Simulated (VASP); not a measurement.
Input of a VASP 6.6.1 run:

The input INCAR:

```
  PREC = Accurate
  ENCUT = 520
  EDIFF = 1E-6
  ISMEAR = 0
  SIGMA = 0.2
  LREAL = False
  LASPH = True
  NELM = 100
  ALGO = Normal
  ISIF = 2
  LWAVE = False
  LCHARG = False
  GGA = PE
  NBANDS = 14
```

File KPOINTS:

```
Automatic mesh
0
Gamma
  8 4 4
```

File POSCAR:

```
Li
1.0
   -1.5670775052      2.7162806237      0.0135231200
   -0.0084969040      0.0220214811      4.9774666183
    4.5033176820      2.6024374331      0.0038356958
Li
4
Direct
    0.5011032236      0.2498272162      0.1718694464
    0.9997579202      0.2503510764      0.6715720088
    0.9997940613      0.7496895950      0.3281953097
    0.4993447949      0.7501321124      0.8283632351
```

Potentials or basis: VASP PAW PBE potentials, release 64 (Li_sv).

Launch:

```bash
$ cat potpaw_PBE.64/Li_sv/POTCAR > POTCAR
$ mpirun -np 1 vasp_std > vasp.out
```

(1) What does it give for the band gap on the k mesh?

(2) Predict the largest force.

Results:

(1) zero (band 6 reaches 1.51 eV, above the bottom of band 7 at -0.76 eV).

(2) 0.005 eV/Å.
